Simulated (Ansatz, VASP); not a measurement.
## Two plane-wave programs on Cd

```xyz
1
Lattice="0.0000 2.2181 2.2181 2.2181 0.0000 2.2181 2.2181 2.2181 0.0000" Properties=species:S:1:pos:R:3 pbc="T T T"
Cd   -0.0741    0.0401   -0.0317
```

Change from the starting cell: one atom moved.

Alike in both runs: task single point; functional PBE; k mesh 14 × 14 × 14; occupations gaussian, width 0.1 eV; no spin polarisation.

|  | VASP | Ansatz |
| --- | --- | --- |
| version | VASP 6.6.1 | Ansatz 0.2.0 |
| potentials or method | VASP PAW PBE potentials, release 64 (Cd), cutoff 520 eV | scalar-relativistic, plane waves, PAW |
| valence electrons in the cell | 12 | 20 |

```tsv
	VASP	Ansatz	Ansatz less VASP
gap on the k mesh at the Fermi level (eV)	none	none	-
pressure (GPa)	2.5	2.1	-0.36
```

A gap of «none» marks a metal or a gap that the smearing closes. VASP's potentials hold 12 valence electrons a cell and Ansatz's 20, so a difference there can come from the potentials and not from the codes.
